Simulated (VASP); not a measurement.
Write the native input for VASP 6.6.1 that does the following.

| Item | Value |
| --- | --- |
| Task | single point |
| Functional | PBE |
| Potentials or basis | VASP PAW PBE potentials, release 64 (Ge_d, S) |
| Cutoff | 520 eV |
| k mesh | 6 × 6 × 10 |
| Occupations | gaussian, width 0.1 eV |
| Spin | no spin polarisation |
| Dipole correction | no |
| Further INCAR settings | ALGO = Normal; EDIFF = 1e-06; NBANDS = 58 |

The structure of Ge3S lies in POSCAR:

```
Ge3S
1.0
    6.7692966366      0.0000000000      0.0000000000
   -3.3846483183      5.8623828531      0.0000000000
    0.0000000000      0.0000000000      4.2487062184
Ge S
6 2
Direct
    0.0000000000      0.7343723039      0.5000000000
    0.0000000000      0.2656276961      0.0000000000
    0.7343723039      0.7343723039      0.0000000000
    0.7343723039      0.0000000000      0.5000000000
    0.2656276961      0.2656276961      0.5000000000
    0.2656276961      0.0000000000      0.0000000000
    0.6666666667      0.3333333333      0.7500000000
    0.3333333333      0.6666666667      0.2500000000
```

The cell was built from a structure type or drawn by symmetry, and may not be a known phase.

The input as run:

INCAR

```
ALGO = Normal ; EDIFF = 1E-6
ENCUT = 520 ; GGA = PE
ISIF = 2 ; ISMEAR = 0
LASPH = True ; LCHARG = False
LREAL = False ; LWAVE = False
NBANDS = 58 ; NELM = 60
PREC = Accurate ; SIGMA = 0.1
```

KPOINTS

```
k-points
0
Gamma
  6 6 10
```

Potentials or basis: VASP PAW PBE potentials, release 64 (Ge_d, S).

Run with:

```console
$ cat potpaw_PBE.64/Ge_d/POTCAR potpaw_PBE.64/S/POTCAR > POTCAR
$ mpirun -np 1 vasp_std > vasp.out
```

It gave:

```json
{
  "Pressure": "0.0 GPa",
  "Band gap on the k mesh": "zero (bands 48 and 49 overlap by 1.32 eV)"
}
```

It took 3.4 min on 1 thread of Intel(R) Xeon(R) 6975P-C (Granite Rapids), with other jobs on the host, peak memory 0.45 GiB.
